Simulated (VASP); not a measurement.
# YbTl5Ir (P4/mmm) in VASP: single point with r2SCAN

Aim: the single point of YbTl5Ir with r2SCAN.

Program: VASP 6.6.1. These are calculated values, not measurements. Logs are shortened: lines on timing, memory, paths and dates and some standing lists are left out, and cuts for length are marked.

### Step 1. The cell of the first run

It takes space group P4/mmm (No. 123, tetragonal). Conventional cell: a = 4.755 Å, b = 4.755 Å, c = 7.752 Å, α = 90.00°, β = 90.00°, γ = 90.00°. Within 4.4 Å of Yb (site symmetry 4/mmm) lie 12 Tl at 3.32 to 3.36 Å and 2 Ir at 3.88 Å. Within 4.4 Å of Tl (site symmetry 4/mmm) lie 8 Tl at 3.32 Å and 4 Yb at 3.36 Å. Tl (site symmetry 2mm) has 2 Ir at 2.84 Å and 7 Tl at 3.12 to 3.36 Å and 2 Yb at 3.32 Å within 3.7 Å. Within 3.7 Å of Ir (site symmetry 4/mmm) lie 8 Tl at 2.84 Å.

### Step 2. Single point, r2SCAN

The input, POSCAR:

```
YbTl5Ir
1.0
    4.7546780000      0.0000000000      0.0000000000
    0.0000000000      4.7546780000      0.0000000000
    0.0000000000      0.0000000000      7.7520330000
Yb Tl Ir
1 5 1
Direct
    0.0000000000      0.0000000000      0.0000000000
    0.5000000000      0.5000000000      0.0000000000
    0.5000000000      0.0000000000      0.2989999358
    0.0000000000      0.5000000000      0.2989999358
    0.5000000000      0.0000000000      0.7010000642
    0.0000000000      0.5000000000      0.7010000642
    0.0000000000      0.0000000000      0.5000000000
```

The input, INCAR.step1:

```
SYSTEM = YbTl5Ir
PREC = Accurate ; ENCUT = 520
ISMEAR = -1 ; SIGMA = 0.1
LREAL = .FALSE. ; LASPH = .TRUE.
NELM = 60 ; NBANDS = 58
GGA = PE ; ALGO = Normal
EDIFF = 1E-4 ; LWAVE = .TRUE.
LCHARG = .FALSE.
```

The input, INCAR.step2:

```
SYSTEM = YbTl5Ir
PREC = Accurate ; ENCUT = 520
EDIFF = 1E-7 ; ISMEAR = -1
SIGMA = 0.1 ; LREAL = .FALSE.
LASPH = .TRUE. ; NELM = 60
ALGO = Normal ; ISIF = 2
LWAVE = .FALSE. ; LCHARG = .TRUE.
METAGGA = R2SCAN ; LMIXTAU = .TRUE.
LELF = .TRUE. ; LVHAR = .TRUE.
NBANDS = 58 ; ISTART = 1
```

The input, KPOINTS:

```
Automatic mesh
0
G
  5 5 3
  0 0 0
```

Potentials or basis: VASP PAW PBE potentials, release 64 (Yb, Tl_d, Ir).

Run with:

```console
$ cat potpaw_PBE.64/Yb/POTCAR potpaw_PBE.64/Tl_d/POTCAR potpaw_PBE.64/Ir/POTCAR > POTCAR
$ cp INCAR.step1 INCAR
$ mpirun -np 1 vasp_std > vasp.out
$ cp INCAR.step2 INCAR
$ mpirun -np 1 vasp_std > vasp.out
```

OUTCAR:

```text
SYSTEM = YbTl5Ir
   PREC = Accurate
   ENCUT = 520
   EDIFF = 1E-7
   ISMEAR = -1
   LREAL = .FALSE.
   LASPH = .TRUE.
   NELM = 60
   ISIF = 2
   METAGGA = R2SCAN
   ISTART = 1

 ion  position               nearest neighbor table
   1  0.000  0.000  0.000-   3 3.32   4 3.32   5 3.32   6 3.32   4 3.32   6 3.32   3 3.32   5 3.32
                             2 3.36   2 3.36   2 3.36   2 3.36
   2  0.500  0.500  0.000-   3 3.32   4 3.32   5 3.32   6 3.32   3 3.32   5 3.32   4 3.32   6 3.32
                             1 3.36   1 3.36   1 3.36   1 3.36
   3  0.500  0.000  0.299-   7 2.84   7 2.84   5 3.12   2 3.32   2 3.32   1 3.32   1 3.32   4 3.36
                             4 3.36   4 3.36   4 3.36
   4  0.000  0.500  0.299-   7 2.84   7 2.84   6 3.12   2 3.32   1 3.32   1 3.32   2 3.32   3 3.36
                             3 3.36   3 3.36   3 3.36
   5  0.500  0.000  0.701-   7 2.84   7 2.84   3 3.12   2 3.32   2 3.32   1 3.32   1 3.32   6 3.36
                             6 3.36   6 3.36   6 3.36
   6  0.000  0.500  0.701-   7 2.84   7 2.84   4 3.12   2 3.32   1 3.32   1 3.32   2 3.32   5 3.36
                             5 3.36   5 3.36   5 3.36
   7  0.000  0.000  0.500-   3 2.84   4 2.84   5 2.84   6 2.84   4 2.84   6 2.84   3 2.84   5 2.84

  LATTYP: Found a simple tetragonal cell.
 ALAT       =     4.7546780000
 C/A-ratio  =     1.6304012596

  Lattice vectors:

 A1 = (   4.7546780000,   0.0000000000,   0.0000000000)
 A2 = (   0.0000000000,   4.7546780000,   0.0000000000)
 A3 = (   0.0000000000,   0.0000000000,   7.7520330000)

Analysis of symmetry for initial positions (statically):
=====================================================================
 Subroutine PRICEL returns:
 Original cell was already a primitive cell.

 Routine SETGRP: Setting up the symmetry group for a
 simple tetragonal supercell.

 Subroutine GETGRP returns: Found 16 space group operations
 (whereof 16 operations were pure point group operations)
 out of a pool of 16 trial point group operations.

The static configuration has the point symmetry D_4h.

Analysis of symmetry for dynamics (positions and initial velocities):
=====================================================================
 Subroutine PRICEL returns:
 Original cell was already a primitive cell.

 Routine SETGRP: Setting up the symmetry group for a
 simple tetragonal supercell.

 Subroutine GETGRP returns: Found 16 space group operations
 (whereof 16 operations were pure point group operations)
 out of a pool of 16 trial point group operations.

The dynamic configuration has the point symmetry D_4h.

 Subroutine INISYM returns: Found 16 space group operations
 (whereof 16 operations are pure point group operations),
 and found     1 'primitive' translations

----------------------------------------------------------------------------------------

                                     Primitive cell

  volume of cell :     175.2499

  direct lattice vectors                    reciprocal lattice vectors
     4.754678000  0.000000000  0.000000000     0.210319185  0.000000000  0.000000000
     0.000000000  4.754678000  0.000000000     0.000000000  0.210319185  0.000000000
     0.000000000  0.000000000  7.752033000     0.000000000  0.000000000  0.128998419

  length of vectors
     4.754678000  4.754678000  7.752033000     0.210319185  0.210319185  0.128998419

  position of ions in fractional coordinates (direct lattice)
     0.000000000  0.000000000  0.000000000
     0.500000000  0.500000000  0.000000000
     0.500000000  0.000000000  0.298999936
     0.000000000  0.500000000  0.298999936
     0.500000000  0.000000000  0.701000064
     0.000000000  0.500000000  0.701000064
     0.000000000  0.000000000  0.500000000

  ion indices of the primitive-cell ions
   primitive index   ion index
                 1           1
                 2           2
                 3           3
                 4           4
                 5           5
                 6           6
                 7           7

----------------------------------------------------------------------------------------

 KPOINTS: Automatic mesh

Automatic generation of k-mesh.
 Grid dimensions read from file:
 generate k-points for:    5    5    3

 Generating k-lattice:

  Cartesian coordinates                     Fractional coordinates (reciprocal lattice)
     0.042063837  0.000000000  0.000000000     0.200000000  0.000000000  0.000000000
     0.000000000  0.042063837  0.000000000     0.000000000  0.200000000  0.000000000
     0.000000000  0.000000000  0.042999473     0.000000000  0.000000000  0.333333333

  Length of vectors
     0.042063837  0.042063837  0.042999473

  Shift w.r.t. Gamma in fractional coordinates (k-lattice)
     0.000000000  0.000000000  0.000000000

 Subroutine IBZKPT returns following result:
 ===========================================

 Found     12 irreducible k-points:

 Following reciprocal coordinates:
            Coordinates               Weight
  0.000000  0.000000  0.000000      1.000000
  0.200000  0.000000  0.000000      4.000000
  0.400000  0.000000  0.000000      4.000000
  0.200000  0.200000  0.000000      4.000000
  0.400000  0.200000  0.000000      8.000000
  0.400000  0.400000  0.000000      4.000000
  0.000000  0.000000  0.333333      2.000000
  0.200000  0.000000  0.333333      8.000000
  0.400000  0.000000  0.333333      8.000000
  0.200000  0.200000  0.333333      8.000000
  0.400000  0.200000  0.333333     16.000000
  0.400000  0.400000  0.333333      8.000000
   k-points           NKPTS =     12   k-points in BZ     NKDIM =     12   number of bands    NBANDS=     58
   number of dos      NEDOS =    301   number of ions     NIONS =      7
   total plane-waves  NPLWV =  77760
   dimension x,y,z NGX =    36 NGY =   36 NGZ =   60
   dimension x,y,z NGXF=    72 NGYF=   72 NGZF=  120
   ions per type =               1   5   1
   NGX,Y,Z   is equivalent  to a cutoff of  12.59, 12.59, 12.87 a.u.
   NGXF,Y,Z  is equivalent  to a cutoff of  25.17, 25.17, 25.73 a.u.
 SYSTEM =  YbTl5Ir
   PREC   = accura    normal or accurate (medium, high low for compatibility)
   ISTART =      1    job   : 0-new  1-cont  2-samecut
   ICHARG =      0    charge: 1-file 2-atom 10-const
   ISPIN  =      1    spin polarized calculation?
   LNONCOLLINEAR =      F non collinear calculations
   LSORBIT =      F    spin-orbit coupling
   LASPH  =      T    aspherical Exc in radial PAW
   ENCUT  =  520.0 eV  38.22 Ry    6.18 a.u.   8.84  8.84 14.41*2*pi/ulx,y,z
   NELM   =     60;   NELMIN=  2; NELMDL=  0     # of ELM steps
   EDIFF  = 0.1E-06   stopping-criterion for ELM
   LREAL  =      F    real-space projection
   EDIFFG = 0.1E-05   stopping-criterion for IOM
   NSW    =      0    number of steps for IOM
   IBRION =     -1    ionic relax: 0-MD 1-quasi-New 2-CG
   NFREE  =      0    steps in history (QN), initial steepest desc. (CG)
   ISIF   =      2    stress and relaxation
   ISYM   =      2    0-nonsym 1-usesym 2-fastsym
   POTIM  = 0.5000    time-step for ionic-motion
   TEBEG  =    0.0;   TEEND  =   0.0 temperature during run
   PSTRESS=    0.0 pullay stress
   NELECT =      98.0000    total number of electrons
   NUPDOWN=      -1.0000    fix difference up-down
   EMIN   =  10.00;   EMAX   =-10.00  energy-range for DOS
   EFERMI =   0.00;   METHOD = LEGACY
   ISMEAR =    -1;   SIGMA  =   0.10  broadening in eV -4-tet -1-fermi 0-gaus
   EFERMI_NEDOS =   21; number of points for ismear=-14 and -15
   IALGO  =     38    algorithm
   IMIX   =      4    mixing-type and parameters
     AMIX     =   0.40;   BMIX     =  1.00
     AMIX_MAG =   1.60;   BMIX_MAG =  1.00
  volume/ion in A,a.u.               =      25.04       168.95
  Fermi-wavevector in a.u.,A,eV,Ry     =   1.348748  2.548765 24.750657  1.819122
  Thomas-Fermi vector in A             =   2.476392
   LORBIT       =      0    0 simple, 1 ext, 2 COOP (PROOUT), +10 PAW based schemes
   METAGGA = R2SCAN    functional components
   LHFCALC =     F    Hartree Fock is set to
   AEXX    =    0.0000 exact exchange contribution
   IVDW    =     0    specifies the selected vdW correction
   LEPSILON=     F    determine dielectric tensor
   LRPA    =     F    only Hartree local field effects (RPA)
 non-spin polarized calculation
  energy-cutoff  :      520.00
  volume of cell :      175.25
 maximum number of plane-waves:      4734
 NGX is ok and might be reduce to    36
   NGX = 17   NGY = 17   NGZ = 29

 number of electron      97.9999997 magnetization

 Free energy of the ion-electron system (eV)
  ---------------------------------------------------
  ext. energy  EPLUGINS =         0.00000000
  ---------------------------------------------------
  free energy    TOTEN  =      -354.59477863 eV

  energy without entropy =     -354.46854683  energy(sigma->0) =     -354.53166273

 E-fermi :   6.6074     XC(G=0): -11.5959

 val. band max:        6.5919511696   @ k =   0.2000   0.0000   0.0000
 cond. band min:       6.6280804566   @ k =   0.4000   0.2000   0.0000
 fundamental gap:      0.0361292870
 Fermi energy:         6.6074439660

 k-point     1 :       0.0000    0.0000    0.0000
  band No.  band energies     occupation
      1     -46.9034      2.00000
      2     -18.6550      2.00000
      3     -18.6398      2.00000
      4     -18.6398      2.00000
      5      -5.9680      2.00000
      6      -5.9375      2.00000
[... 50 lines left out ...]
     57      10.3061      0.00000
     58      10.8012      0.00000

 k-point     2 :       0.2000    0.0000    0.0000
  band No.  band energies     occupation
      1     -46.9034      2.00000
      2     -18.6545      2.00000
      3     -18.6458      2.00000
      4     -18.6401      2.00000
      5      -5.9187      2.00000
      6      -5.8563      2.00000
[... 50 lines left out ...]
     57      10.7342      0.00000
     58      11.0520      0.00000
[... 547 lines left out ...]
     57      11.0681      0.00000
     58      11.1580      0.00000

 k-point    12 :       0.4000    0.4000    0.3333
  band No.  band energies     occupation
      1     -46.9032      2.00000
      2     -18.6525      2.00000
      3     -18.6522      2.00000
      4     -18.6517      2.00000
      5      -5.8337      2.00000
      6      -5.7944      2.00000
[... 50 lines left out ...]
     57      11.0940      0.00000
     58      11.5063      0.00000

------------------------ aborting loop because EDIFF is reached ----------------------------------------

  FORCE on cell =-STRESS in cart. coord.  units (eV):
  Direction    XX          YY          ZZ          XY          YZ          ZX
  --------------------------------------------------------------------------------------
  -------------------------------------------------------------------------------------
  Total        0.5664388      0.5664388     -0.3141259      0.0000000     -0.0000000      0.0000000
  in kB        5.1785207      5.1785207     -2.8718154      0.0000000     -0.0000000      0.0000000
  external PRESSURE =       2.4950753 kB  Pullay stress =       0.0000000 kB

 VOLUME and BASIS-vectors are now :
 -----------------------------------------------------------------------------
  energy-cutoff  :      520.00
  volume of cell :      175.25
      direct lattice vectors                 reciprocal lattice vectors
     4.754678000  0.000000000  0.000000000     0.210319185  0.000000000  0.000000000
     0.000000000  4.754678000  0.000000000     0.000000000  0.210319185  0.000000000
     0.000000000  0.000000000  7.752033000     0.000000000  0.000000000  0.128998419

 POSITION                                       TOTAL-FORCE (eV/Angst)
 -----------------------------------------------------------------------------------
      0.00000      0.00000      0.00000         0.000000      0.000000      0.000000
      2.37734      2.37734      0.00000         0.000000      0.000000      0.000000
      2.37734      0.00000      2.31786         0.000000     -0.000000     -0.023681
      0.00000      2.37734      2.31786        -0.000000     -0.000000     -0.023681
      2.37734      0.00000      5.43418        -0.000000      0.000000      0.023681
      0.00000      2.37734      5.43418         0.000000     -0.000000      0.023681
      0.00000      0.00000      3.87602         0.000000      0.000000      0.000000
 -----------------------------------------------------------------------------------
    total drift:                                0.000000      0.000000     -0.000000

  FREE ENERGIE OF THE ION-ELECTRON SYSTEM (eV)
  ---------------------------------------------------
  free  energy   TOTEN  =      -354.5947786291 eV

  energy  without entropy=     -354.4685468262  energy(sigma->0) =     -354.53166273
```

Wall time 65 min (1 thread of Oxide Virtual Turin-like, shared host); peak memory 0.35 GiB.

What came out:

```yaml
Free_energy: -354.5948 eV
Pressure: 0.2 GPa
Largest_force: 0.024 eV/Å
Band_gap_on_the_k_mesh: zero (bands 49 and 50 overlap by 1.16 eV)
```

Forces on the atoms (eV/Å):
```
Yb   0.000  0.000  0.000
Tl   0.000  0.000  0.000
Tl   0.000  0.000 -0.024
Tl   0.000  0.000 -0.024
Tl   0.000  0.000  0.024
Tl   0.000  0.000  0.024
Ir   0.000  0.000  0.000
```

Stress tensor (GPa, compression positive):
```
 0.52  0.00  0.00
 0.00  0.52  0.00
 0.00  0.00 -0.29
```

Levels at points of the mesh, in eV from the Fermi level:
| k point | band 45 | band 46 | band 47 | band 48 | band 49 | band 50 | band 51 | band 52 | band 53 | band 54 |
| --- | --- | --- | --- | --- | --- | --- | --- | --- | --- | --- |
| (0.00, 0.00, 0.00) | -0.55 | -0.51 | -0.51 | -0.47 | 0.66 | 1.61 | 1.73 | 1.73 | 2.29 | 2.64 |

Caveat: the PAW data sets were made with another functional, which shifts forces and pressure a little; spin-orbit coupling is left out, which moves the levels of the heavy elements. Spin polarisation is off, so any magnetic state and its effect on volume and gap are missing.

The gap in the log of VASP goes by the Fermi energy; the results here count the filled bands.